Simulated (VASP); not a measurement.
A run of VASP 6.6.1:

File INCAR:

```
PREC     = Accurate       # precision mode
ENCUT    = 600            # plane-wave cutoff, eV
EDIFF    = 1E-6           # SCF threshold, eV
ISMEAR   = -1             # smearing method
SIGMA    = 0.05           # smearing width, eV
LREAL    = False          # projectors in reciprocal space
LASPH    = True           # aspherical terms in the spheres
NELM     = 80             # most SCF steps
ALGO     = Normal         # electronic algorithm
ISIF     = 3              # what is computed and relaxed
LWAVE    = False          # write WAVECAR
LCHARG   = False          # write CHGCAR
GGA      = PE             # functional
IBRION   = 2              # ionic algorithm
NSW      = 60             # ionic steps
EDIFFG   = -0.005         # ionic threshold
PSTRESS  = 260.0
```

KPOINTS

```
regular mesh
0
Gamma
  20 20 20
```

POSCAR

```
O
1.0
   -1.2050779842      1.2050779842      1.2050779842
    1.2050779842     -1.2050779842      1.2050779842
    1.2050779842      1.2050779842     -1.2050779842
O
1
Direct
    0.0000000000      0.0000000000      0.0000000000
```

Potentials or basis: VASP PAW PBE potentials, release 64 (O).

Run with:

```console
$ cat potpaw_PBE.64/O/POTCAR > POTCAR
$ mpirun -np 1 vasp_std > vasp.out
```

Hardware: 1 thread of Intel(R) Xeon(R) Platinum 8488C (Sapphire Rapids) (shared host).

Task: Estimate the wall time of this run.

Result: Wall time 16 s on 1 thread of Intel(R) Xeon(R) Platinum 8488C (Sapphire Rapids), with other jobs on the host, peak memory 0.12 GiB. Counts: scf iterations 21, k points 256, ion steps 3.
